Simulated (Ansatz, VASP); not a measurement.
## One calculation of MgH2, two programs

```
Mg H
1.0
     4.47669    0.00000    0.00000
     0.00000    4.47669    0.00000
     0.00000    0.00000    2.99254
Mg H
2 4
Cartesian
  2.2383 2.2383 1.4963
  0.0000 0.0000 0.0000
  3.1139 3.1139 0.0000
  3.6012 0.8755 1.4963
  1.3628 1.3628 0.0000
  0.8755 3.6012 1.4963
```

Alike in both runs: task electric field gradients; functional r2SCAN; k mesh 6 × 6 × 9; occupations fermi-dirac, width 0.02 eV; no spin polarisation.

|  | VASP | Ansatz |
| --- | --- | --- |
| version | VASP 6.6.1 | Ansatz 0.2.0 |
| potentials or method | VASP PAW PBE potentials, release 64 (Mg, H) | plane-wave PAW, scalar-relativistic |
| plane-wave cutoff (eV) | 520 | 500 |
| valence electrons in the cell | 8 | 24 |

|  | VASP | Ansatz | Ansatz less VASP |
| --- | --- | --- | --- |
| gap on the k mesh at the Fermi level (eV) | 4.56 | 4.58 | +0.016 |
| pressure (GPa) | -0.2 | 0.3 | +0.43 |
| traceless stress, the component that is largest in VASP (GPa) | -0.06 | 0.02 | +0.083 |
| rms of the force components (eV/Å) | 0.005 | 0.004 | -0.0006 |
| size of Vzz on the site where it differs most (V/Å²) | 5.9 | 6.4 | +0.47 |

VASP's potentials were made for PBE, not for r2SCAN. Atom by atom the forces differ by 0.001 eV/Å (rms over components). With one functional, cell and mesh, what is left measures potentials, basis and numerics. VASP's potentials hold 8 valence electrons a cell and Ansatz's 24, so a difference there can come from the potentials and not from the codes.
